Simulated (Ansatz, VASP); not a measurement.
## One calculation of CsBr, two programs

```
Cs Br
1.0
     4.24017    0.00000    0.00000
     0.00000    4.24017    0.00000
     0.00000    0.00000    4.24017
Cs Br
1 1
Direct
  0.00000 0.00000 0.00000
  0.50000 0.50000 0.50000
```

Alike in both runs: task single point; functional PBEsol; k mesh 6 × 6 × 6; non-collinear spin, spin-orbit coupling.

```csv
,VASP,Ansatz
version,VASP 6.6.1,Ansatz 0.2.0
potentials or method,"VASP PAW PBE potentials, release 64 (Cs_sv, Br), cutoff 500 eV",all-electron LAPW
occupations,"gaussian, width 0.01 eV",fixed
```

Ansatz gave:

```
pressure (GPa) : 0.0
```

Question: What did VASP give for the same quantities?

Answer: Pressure (GPa): 0.1.

VASP's potentials were made for PBE, not for PBEsol. Ansatz ran all-electron here, and VASP with PAW potentials.
